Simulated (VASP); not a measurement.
A run of VASP 6.6.1:

Contents of POSCAR:

```
NaF
1.0
    0.0000000000      2.2971680800      2.2971680800
    2.2971680800      0.0000000000      2.2971680800
    2.2971680800      2.2971680800      0.0000000000
Na F
1 1
Direct
    0.0000000000      0.0000000000      0.0000000000
    0.5000000000      0.5000000000      0.5000000000
```

File INCAR.step1:

```
SYSTEM = NaF
PREC = Accurate ; ENCUT = 520
ISMEAR = 0 ; SIGMA = 0.01
LREAL = .FALSE. ; LASPH = .TRUE.
NELM = 100 ; NBANDS = 14
GGA = PE ; ALGO = Normal
EDIFF = 1E-4 ; LWAVE = .TRUE.
LCHARG = .FALSE.
```

INCAR.step2

```
SYSTEM = NaF
PREC = Accurate ; ENCUT = 520
EDIFF = 1E-7 ; ISMEAR = 0
SIGMA = 0.01 ; LREAL = .FALSE.
LASPH = .TRUE. ; NELM = 100
ALGO = Normal ; ISIF = 2
LWAVE = .FALSE. ; LCHARG = .FALSE.
METAGGA = R2SCAN ; LMIXTAU = .TRUE.
NBANDS = 14 ; ISTART = 1
```

Contents of KPOINTS:

```
Automatic mesh
0
G
  10 10 10
  0 0 0
```

Potentials or basis: VASP PAW PBE potentials, release 64 (Na_pv, F).

Command:

```console
$ cat potpaw_PBE.64/Na_pv/POTCAR potpaw_PBE.64/F/POTCAR > POTCAR
$ cp INCAR.step1 INCAR
$ mpirun -np 1 vasp_std > vasp.out
$ cp INCAR.step2 INCAR
$ mpirun -np 1 vasp_std > vasp.out
```

Hardware: 1 thread of Intel(R) Xeon(R) Platinum 8259CL CPU @ 2.50GHz (Skylake/Cascade Lake), on a shared host.

Task: How long does it take, and how much memory?

Result: Wall time 56 s on 1 thread of Intel(R) Xeon(R) Platinum 8259CL CPU @ 2.50GHz (Skylake/Cascade Lake) (shared host), peak memory 0.13 GiB. Counts: k points 47.
